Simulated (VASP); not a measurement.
Input of a VASP 6.6.1 run:

The input INCAR:

```
SYSTEM = W
PREC = Accurate ; ENCUT = 520
EDIFF = 1E-6 ; ISMEAR = 0
SIGMA = 0.15 ; LREAL = .FALSE.
LASPH = .TRUE. ; NELM = 60
ALGO = Fast ; ISIF = 2
LWAVE = .FALSE. ; LCHARG = .FALSE.
GGA = CA ; NBANDS = 13
```

The input KPOINTS:

```
regular mesh
0
G
  22 22 22
  0 0 0
```

POSCAR

```
W
1.0
    0.0000000000      2.1411607621      1.6551172691
    2.1411607621      0.0000000000      1.6551172691
    2.1411607621      2.1411607621      0.0000000000
W
1
Direct
    0.0000000000      0.0000000000      0.0000000000
```

Potentials or basis: VASP PAW LDA potentials, release 64 (W_sv).

The run is started by

```bash
$ cat potpaw_LDA.64/W_sv/POTCAR > POTCAR
$ mpirun -np 1 vasp_std > vasp.out
```

(1) Estimate the band gap on the k mesh.

(2) Estimate the pressure.

## Answers

(1) zero (bands 7 and 8 overlap by 6.17 eV).

(2) 8.7 GPa.

Caveat: the cell stands under pressure; spin-orbit coupling is left out, which moves the levels of the heavy elements.
